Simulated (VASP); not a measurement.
Set up this calculation in VASP 6.6.1, as the native input.

| Property | Result |
| --- | --- |
| Task | single point |
| Functional | PBE |
| Potentials or basis | VASP PAW PBE potentials, release 64 (Na_pv, F) |
| Cutoff | 520 eV |
| k mesh | 9 × 9 × 2 |
| Occupations | gaussian, width 0.02 eV |
| Spin | no spin polarisation |
| Dipole correction | no |
| Further INCAR settings | ALGO = Normal; EDIFF = 1e-06; NBANDS = 54 |

The structure of NaF lies in POSCAR:

```
NaF
1.0
    3.2966999625      0.0000000000      0.0000000000
   -1.6483499812      2.8550259161      0.0000000000
    0.0000000000      0.0000000000     16.6510141434
Na F
6 6
Direct
    0.0000000000      0.0000000000      0.0000000000
    0.3333333333      0.6666666667      0.1680694702
    0.6666666667      0.3333333333      0.3319305298
    0.0000000000      0.0000000000      0.5000000000
    0.6666666667      0.3333333333      0.6680694702
    0.3333333333      0.6666666667      0.8319305298
    0.6666666667      0.3333333333      0.0859964836
    0.0000000000      0.0000000000      0.2500000000
    0.3333333333      0.6666666667      0.4140035164
    0.3333333333      0.6666666667      0.5859964836
    0.0000000000      0.0000000000      0.7500000000
    0.6666666667      0.3333333333      0.9140035164
```

These files were run (other wordings do the same):

INCAR

```
PREC     = Accurate       # precision mode
ENCUT    = 520            # plane-wave cutoff, eV
EDIFF    = 1E-6           # SCF threshold, eV
ISMEAR   = 0              # smearing method
SIGMA    = 0.02           # smearing width, eV
LREAL    = F              # projectors in reciprocal space
LASPH    = T              # aspherical terms in the spheres
NELM     = 100            # most SCF steps
ALGO     = Normal         # electronic algorithm
ISIF     = 2              # what is computed and relaxed
LWAVE    = F              # write WAVECAR
LCHARG   = T              # write CHGCAR
GGA      = PE             # functional
LELF     = T              # ELF
LVHAR    = T            
NBANDS   = 54             # bands
```

KPOINTS

```
regular mesh
0
Gamma
  9 9 2
```

Potentials or basis: VASP PAW PBE potentials, release 64 (Na_pv, F).

The run is started by

```bash
$ cat potpaw_PBE.64/Na_pv/POTCAR potpaw_PBE.64/F/POTCAR > POTCAR
$ mpirun -np 1 vasp_std > vasp.out
```

It gave:

```
Pressure               : -0.1 GPa
Band gap on the k mesh : 5.86 eV
```

Caveat: an odd mesh through Γ misses points on the zone boundary, where band edges can lie.

Wall time 2.6 min on 1 thread of Intel(R) Xeon(R) 6975P-C (Granite Rapids), with other jobs on the host, peak memory 0.36 GiB.
